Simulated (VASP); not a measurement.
# Ca (Fm-3m) in VASP: a series of runs

Runs on Ca. Level: PBEsol. Tasks: single point.

Program: VASP 6.6.1. These are calculated values, not measurements. Logs are shortened: lines on timing, memory, paths and dates and some standing lists are left out, and cuts for length are marked.

## (1) The cell of the first run

It takes space group Fm-3m (No. 225, cubic). Conventional cell: a = 5.382 Å, b = 5.382 Å, c = 5.382 Å, α = 90.00°, β = 90.00°, γ = 90.00°. Ca (site symmetry m-3m) has 12 Ca at 3.81 Å within 5.0 Å.

## (2) Single point, PBEsol (volume scaled by 0.96)

INCAR reads:

```
PREC     = Accurate       # precision mode
ENCUT    = 520            # plane-wave cutoff, eV
EDIFF    = 1E-7           # SCF threshold, eV
ISMEAR   = -1             # smearing method
SIGMA    = 0.1            # smearing width, eV
LREAL    = F              # projectors in reciprocal space
LASPH    = T              # aspherical terms in the spheres
NELM     = 60             # most SCF steps
ALGO     = Normal         # electronic algorithm
ISIF     = 2              # what is computed and relaxed
LWAVE    = F              # write WAVECAR
LCHARG   = F              # write CHGCAR
GGA      = PS             # functional
NBANDS   = 11             # bands
```

KPOINTS reads:

```
Automatic mesh
0
Gamma
  16 16 16
```

POSCAR reads:

```
Ca
1.0
    0.0000000000      2.6911186688      2.6911186688
    2.6911186688      0.0000000000      2.6911186688
    2.6911186688      2.6911186688      0.0000000000
Ca
1
Direct
    0.0000000000      0.0000000000      0.0000000000
```

Potentials or basis: VASP PAW PBE potentials, release 64 (Ca_sv).

Started as:

```sh
$ cat potpaw_PBE.64/Ca_sv/POTCAR > POTCAR
$ mpirun -np 1 vasp_std > vasp.out
```

OUTCAR:

```text
PREC = Accurate
   ENCUT = 520
   EDIFF = 1E-7
   ISMEAR = -1
   LREAL = F
   LASPH = T
   NELM = 60
   ISIF = 2
   GGA = PS

 ion  position               nearest neighbor table
   1  0.000  0.000  0.000-

  LATTYP: Found a face centered cubic cell.
 ALAT       =     5.3822373376

  Lattice vectors:

 A1 = (   0.0000000000,   2.6911186688,   2.6911186688)
 A2 = (   2.6911186688,   0.0000000000,   2.6911186688)
 A3 = (   2.6911186688,   2.6911186688,   0.0000000000)

Analysis of symmetry for initial positions (statically):
=====================================================================
 Subroutine PRICEL returns:
 Original cell was already a primitive cell.

 Routine SETGRP: Setting up the symmetry group for a
 face centered cubic supercell.

 Subroutine GETGRP returns: Found 48 space group operations
 (whereof 48 operations were pure point group operations)
 out of a pool of 48 trial point group operations.

The static configuration has the point symmetry O_h .

Analysis of symmetry for dynamics (positions and initial velocities):
=====================================================================
 Subroutine PRICEL returns:
 Original cell was already a primitive cell.

 Routine SETGRP: Setting up the symmetry group for a
 face centered cubic supercell.

 Subroutine GETGRP returns: Found 48 space group operations
 (whereof 48 operations were pure point group operations)
 out of a pool of 48 trial point group operations.

The dynamic configuration has the point symmetry O_h .

 Subroutine INISYM returns: Found 48 space group operations
 (whereof 48 operations are pure point group operations),
 and found     1 'primitive' translations

----------------------------------------------------------------------------------------

                                     Primitive cell

  volume of cell :      38.9788

  direct lattice vectors                    reciprocal lattice vectors
     0.000000000  2.691118669  2.691118669    -0.185796340  0.185796340  0.185796340
     2.691118669  0.000000000  2.691118669     0.185796340 -0.185796340  0.185796340
     2.691118669  2.691118669  0.000000000     0.185796340  0.185796340 -0.185796340

  length of vectors
     3.805816519  3.805816519  3.805816519     0.321808701  0.321808701  0.321808701

  position of ions in fractional coordinates (direct lattice)
     0.000000000  0.000000000  0.000000000

  ion indices of the primitive-cell ions
   primitive index   ion index
                 1           1

----------------------------------------------------------------------------------------

 KPOINTS: Automatic mesh

Automatic generation of k-mesh.
 Grid dimensions read from file:
 generate k-points for:   16   16   16

 Generating k-lattice:

  Cartesian coordinates                     Fractional coordinates (reciprocal lattice)
    -0.011612271  0.011612271  0.011612271     0.062500000  0.000000000  0.000000000
     0.011612271 -0.011612271  0.011612271     0.000000000  0.062500000  0.000000000
     0.011612271  0.011612271 -0.011612271     0.000000000  0.000000000  0.062500000

  Length of vectors
     0.020113044  0.020113044  0.020113044

  Shift w.r.t. Gamma in fractional coordinates (k-lattice)
     0.000000000  0.000000000  0.000000000

 Subroutine IBZKPT returns following result:
 ===========================================

 Found    145 irreducible k-points:

 Following reciprocal coordinates:
            Coordinates               Weight
  0.000000  0.000000  0.000000      1.000000
  0.062500  0.000000  0.000000      8.000000
  0.125000  0.000000  0.000000      8.000000
  0.187500  0.000000  0.000000      8.000000
  0.250000  0.000000  0.000000      8.000000
  0.312500  0.000000  0.000000      8.000000
[... 16 lines left out ...]
 -0.125000  0.062500  0.000000     24.000000
 -0.062500  0.062500  0.000000     12.000000
 [... further k-points ...]
   k-points           NKPTS =    145   k-points in BZ     NKDIM =    145   number of bands    NBANDS=     11
   number of dos      NEDOS =    301   number of ions     NIONS =      1
   total plane-waves  NPLWV =  21952
   dimension x,y,z NGX =    28 NGY =   28 NGZ =   28
   dimension x,y,z NGXF=    56 NGYF=   56 NGZF=   56
   ions per type =               1
   NGX,Y,Z   is equivalent  to a cutoff of  12.23, 12.23, 12.23 a.u.
   NGXF,Y,Z  is equivalent  to a cutoff of  24.46, 24.46, 24.46 a.u.
 SYSTEM =  unknown system
   PREC   = accura    normal or accurate (medium, high low for compatibility)
   ISTART =      0    job   : 0-new  1-cont  2-samecut
   ICHARG =      2    charge: 1-file 2-atom 10-const
   ISPIN  =      1    spin polarized calculation?
   LNONCOLLINEAR =      F non collinear calculations
   LSORBIT =      F    spin-orbit coupling
   LASPH  =      T    aspherical Exc in radial PAW
   ENCUT  =  520.0 eV  38.22 Ry    6.18 a.u.   7.08  7.08  7.08*2*pi/ulx,y,z
   NELM   =     60;   NELMIN=  2; NELMDL= -5     # of ELM steps
   EDIFF  = 0.1E-06   stopping-criterion for ELM
   LREAL  =      F    real-space projection
   EDIFFG = 0.1E-05   stopping-criterion for IOM
   NSW    =      0    number of steps for IOM
   IBRION =     -1    ionic relax: 0-MD 1-quasi-New 2-CG
   NFREE  =      0    steps in history (QN), initial steepest desc. (CG)
   ISIF   =      2    stress and relaxation
   ISYM   =      2    0-nonsym 1-usesym 2-fastsym
   POTIM  = 0.5000    time-step for ionic-motion
   TEBEG  =    0.0;   TEEND  =   0.0 temperature during run
   PSTRESS=    0.0 pullay stress
   NELECT =      10.0000    total number of electrons
   NUPDOWN=      -1.0000    fix difference up-down
   EMIN   =  10.00;   EMAX   =-10.00  energy-range for DOS
   EFERMI =   0.00;   METHOD = LEGACY
   ISMEAR =    -1;   SIGMA  =   0.10  broadening in eV -4-tet -1-fermi 0-gaus
   EFERMI_NEDOS =   21; number of points for ismear=-14 and -15
   IALGO  =     38    algorithm
   IMIX   =      4    mixing-type and parameters
     AMIX     =   0.40;   BMIX     =  1.00
     AMIX_MAG =   1.60;   BMIX_MAG =  1.00
  volume/ion in A,a.u.               =      38.98       263.04
  Fermi-wavevector in a.u.,A,eV,Ry     =   1.040236  1.965761 14.722748  1.082091
  Thomas-Fermi vector in A             =   2.174803
   LORBIT       =      0    0 simple, 1 ext, 2 COOP (PROOUT), +10 PAW based schemes
   GGA     = PS    functional components
   LHFCALC =     F    Hartree Fock is set to
   AEXX    =    0.0000 exact exchange contribution
   IVDW    =     0    specifies the selected vdW correction
   LEPSILON=     F    determine dielectric tensor
   LRPA    =     F    only Hartree local field effects (RPA)
 non-spin polarized calculation
  energy-cutoff  :      520.00
  volume of cell :       38.98
 maximum number of plane-waves:      1067
   NGX = 15   NGY = 15   NGZ = 15

 number of electron      10.0000002 magnetization

 Free energy of the ion-electron system (eV)
  ---------------------------------------------------
  ext. energy  EPLUGINS =         0.00000000
  ---------------------------------------------------
  free energy    TOTEN  =        -2.15045873 eV

  energy without entropy =       -2.11083306  energy(sigma->0) =       -2.13064589

 E-fermi :   2.2122     XC(G=0):  -8.0658

 val. band max:        2.2075709097   @ k =  -0.3125   0.3750   0.1250
 cond. band min:       2.2243423158   @ k =  -0.3125   0.5000   0.1875
 fundamental gap:      0.0167714061
 Fermi energy:         2.2122053855

 k-point     1 :       0.0000    0.0000    0.0000
  band No.  band energies     occupation
      1     -39.4404      2.00000
      2     -20.4206      2.00000
      3     -20.4206      2.00000
      4     -20.4206      2.00000
      5      -1.9639      2.00000
      6       4.6440      0.00000
      7       4.6440      0.00000
      8       4.6440      0.00000
      9       5.8302      0.00000
     10       5.8302      0.00000
     11      11.6867      0.00000

 k-point     2 :       0.0625    0.0000    0.0000
  band No.  band energies     occupation
      1     -39.4396      2.00000
      2     -20.4279      2.00000
      3     -20.4215      2.00000
      4     -20.4215      2.00000
      5      -1.8921      2.00000
      6       4.5639      0.00000
      7       4.6728      0.00000
      8       4.6728      0.00000
      9       5.8039      0.00000
     10       5.8039      0.00000
     11      11.7895      0.00000

 k-point     3 :       0.1250    0.0000    0.0000
  band No.  band energies     occupation
      1     -39.4374      2.00000
      2     -20.4487      2.00000
      3     -20.4243      2.00000
      4     -20.4243      2.00000
      5      -1.6797      2.00000
      6       4.3444      0.00000
      7       4.7439      0.00000
      8       4.7439      0.00000
      9       5.7485      0.00000
     10       5.7485      0.00000
     11      11.9459      0.00000

 k-point     4 :       0.1875    0.0000    0.0000
  band No.  band energies     occupation
      1     -39.4342      2.00000
      2     -20.4796      2.00000
      3     -20.4285      2.00000
      4     -20.4285      2.00000
      5      -1.3362      2.00000
      6       4.0304      0.00000
      7       4.8054      0.00000
      8       4.8054      0.00000
      9       5.7333      0.00000
     10       5.7333      0.00000
     11      11.1377      0.00000

 k-point     5 :       0.2500    0.0000    0.0000
  band No.  band energies     occupation
      1     -39.4303      2.00000
      2     -20.5159      2.00000
      3     -20.4334      2.00000
      4     -20.4334      2.00000
      5      -0.8781      2.00000
      6       3.6628      0.00000
      7       4.7920      0.00000
      8       4.7920      0.00000
      9       5.8382      0.00000
     10       5.8382      0.00000
     11      10.1477      0.00000
[... 211 lines left out ...]
 k-point    21 :      -0.2500    0.0625    0.0000
  band No.  band energies     occupation
      1     -39.4285      2.00000
      2     -20.5284      2.00000
      3     -20.4425      2.00000
      4     -20.4331      2.00000
      5      -0.6462      2.00000
      6       3.5250      0.00000
      7       4.6836      0.00000
      8       4.8325      0.00000
      9       5.7075      0.00000
     10       6.0996      0.00000
     11       9.8668      0.00000

 k-point    22 :      -0.1875    0.0625    0.0000
  band No.  band energies     occupation
      1     -39.4324      2.00000
      2     -20.4929      2.00000
      3     -20.4369      2.00000
      4     -20.4282      2.00000
      5      -1.1353      2.00000
      6       3.8881      0.00000
      7       4.7506      0.00000
      8       4.8813      0.00000
      9       5.5597      0.00000
     10       5.9239      0.00000
     11      10.8343      0.00000

 k-point    23 :      -0.1250    0.0625    0.0000
  band No.  band energies     occupation
      1     -39.4358      2.00000
      2     -20.4611      2.00000
      3     -20.4312      2.00000
      4     -20.4242      2.00000
      5      -1.5173      2.00000
      6       4.2042      0.00000
      7       4.7509      0.00000
      8       4.8179      0.00000
      9       5.5891      0.00000
     10       5.8455      0.00000
     11      11.8161      0.00000

 k-point    24 :      -0.0625    0.0625    0.0000
  band No.  band energies     occupation
      1     -39.4384      2.00000
      2     -20.4382      2.00000
      3     -20.4258      2.00000
      4     -20.4219      2.00000
      5      -1.7734      2.00000
      6       4.4427      0.00000
      7       4.7070      0.00000
      8       4.7239      0.00000
      9       5.7022      0.00000
     10       5.8292      0.00000
     11      11.9353      0.00000

 [... further k-points ...]
[... 5 lines left out ...]
  --------------------------------------------------------------------------------------
  -------------------------------------------------------------------------------------
  Total        0.1958840      0.1958840      0.1958840     -0.0000000      0.0000000     -0.0000000
  in kB        8.0515779      8.0515779      8.0515779     -0.0000000      0.0000000     -0.0000000
  external PRESSURE =       8.0515779 kB  Pullay stress =       0.0000000 kB

 VOLUME and BASIS-vectors are now :
 -----------------------------------------------------------------------------
  energy-cutoff  :      520.00
  volume of cell :       38.98
      direct lattice vectors                 reciprocal lattice vectors
     0.000000000  2.691118669  2.691118669    -0.185796340  0.185796340  0.185796340
     2.691118669  0.000000000  2.691118669     0.185796340 -0.185796340  0.185796340
     2.691118669  2.691118669  0.000000000     0.185796340  0.185796340 -0.185796340

 POSITION                                       TOTAL-FORCE (eV/Angst)
 -----------------------------------------------------------------------------------
      0.00000      0.00000      0.00000        -0.000000     -0.000000     -0.000000
 -----------------------------------------------------------------------------------
    total drift:                               -0.000000     -0.000000     -0.000000

  FREE ENERGIE OF THE ION-ELECTRON SYSTEM (eV)
  ---------------------------------------------------
  free  energy   TOTEN  =        -2.1504587318 eV

  energy  without entropy=       -2.1108330574  energy(sigma->0) =       -2.13064589
```

Run time: 46 s. Hardware: 1 thread of Intel Xeon Platinum 8259CL at 2.50GHz (Skylake/Cascade Lake), shared host; peak memory 0.19 GiB.

What came out:

```yaml
Free_energy: -2.1505 eV
Pressure: 0.8 GPa
Band_gap_on_the_k_mesh: zero (band 5 reaches 2.36 eV, above the bottom of band 6 at 2.12 eV)
```

Caveat: the cell differs from its parent crystal (volume scaled by 0.96); the PAW data sets were made with another functional, which shifts forces and pressure a little.

## (3) Single point, PBEsol

This run uses another cell than the first one, of 40.60 Å³/atom, 1.042 times its volume.

INCAR reads:

```
PREC = Accurate
ENCUT = 520
EDIFF = 1E-6
ISMEAR = -1
SIGMA = 0.1
LREAL = False
LASPH = True
NELM = 80
ALGO = Normal
ISIF = 2
LWAVE = False
LCHARG = True
GGA = PS
LELF = True
LVHAR = True
NBANDS = 11
```

KPOINTS is that of step 2.

POSCAR reads:

```
Ca
1.0
    0.0000000000      2.7279878896      2.7279878896
    2.7279878896      0.0000000000      2.7279878896
    2.7279878896      2.7279878896      0.0000000000
Ca
1
Direct
    0.0000000000      0.0000000000      0.0000000000
```

Potentials or basis: VASP PAW PBE potentials, release 64 (Ca_sv).

Started as:

```sh
$ cat potpaw_PBE.64/Ca_sv/POTCAR > POTCAR
$ mpirun -np 1 vasp_std > vasp.out
```

Wall time 59 s (1 thread of Intel Xeon Platinum 8259CL at 2.50GHz (Skylake/Cascade Lake), shared host); peak memory 0.21 GiB.

It converged, with:

```yaml
Free_energy: -2.1549 eV
Pressure: 0.0 GPa
Band_gap_on_the_k_mesh: zero (band 5 reaches 2.22 eV, above the bottom of band 6 at 1.92 eV)
```

Levels at points of the mesh, in eV from the Fermi level:
```
           k point  band 1  band 2  band 3  band 4  band 5  band 6  band 7  band 8  band 9  band 10
(0.00, 0.00, 0.00)  -41.74  -22.73  -22.73  -22.73   -4.10    2.38    2.38    2.38    3.51     3.51
(0.50, 0.00, 0.00)  -41.73  -22.89  -22.75  -22.75   -1.02   -0.12    2.26    2.26    4.24     4.24
(0.50, 0.50, 0.00)  -41.72  -22.88  -22.79  -22.79   -0.50    0.54    1.04    4.23    4.43     4.43
```

Caveat: the PAW data sets were made with another functional, which shifts forces and pressure a little.

[end of part 1 of 2]
